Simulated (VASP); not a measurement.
A run of VASP 6.6.1:

Contents of INCAR:

```
SYSTEM = CdS
PREC     = Accurate       ! precision mode
ENCUT    = 500            ! plane-wave cutoff, eV
EDIFF    = 1E-6           ! SCF threshold, eV
ISMEAR   = 0              ! smearing method
SIGMA    = 0.02           ! smearing width, eV
LREAL    = .False.        ! projectors in reciprocal space
LASPH    = .True.         ! aspherical terms in the spheres
NELM     = 120            ! most SCF steps
ALGO     = Normal         ! electronic algorithm
ISIF     = 2              ! what is computed and relaxed
LWAVE    = .False.        ! write WAVECAR
LCHARG   = .True.         ! write CHGCAR
GGA      = PS             ! functional
LELF     = .True.         ! ELF
LVHAR    = .True.       
NBANDS   = 16             ! bands
GGA_COMPAT= .False.
```

KPOINTS

```
Automatic mesh
0
Gamma
  8 8 8
  0 0 0
```

File POSCAR:

```
CdS
1.0
    0.0000000000      2.9119468224      2.9119468224
    2.9119468224      0.0000000000      2.9119468224
    2.9119468224      2.9119468224      0.0000000000
Cd S
1 1
Direct
    0.0000000000      0.0000000000      0.0000000000
    0.2500000000      0.2500000000      0.2500000000
```

Potentials or basis: VASP PAW PBE potentials, release 64 (Cd, S).

The run is started by

```sh
$ cat potpaw_PBE.64/Cd/POTCAR potpaw_PBE.64/S/POTCAR > POTCAR
$ mpirun -np 1 vasp_std > vasp.out
```

Hardware: 1 thread of Intel(R) Xeon(R) 6975P-C (Granite Rapids) (shared host).

Task: How long does it take, and how much memory?

Result: Wall time 11 s on 1 thread of Intel(R) Xeon(R) 6975P-C (Granite Rapids) (shared host), peak memory 0.17 GiB. Counts: scf iterations 13, k points 29.
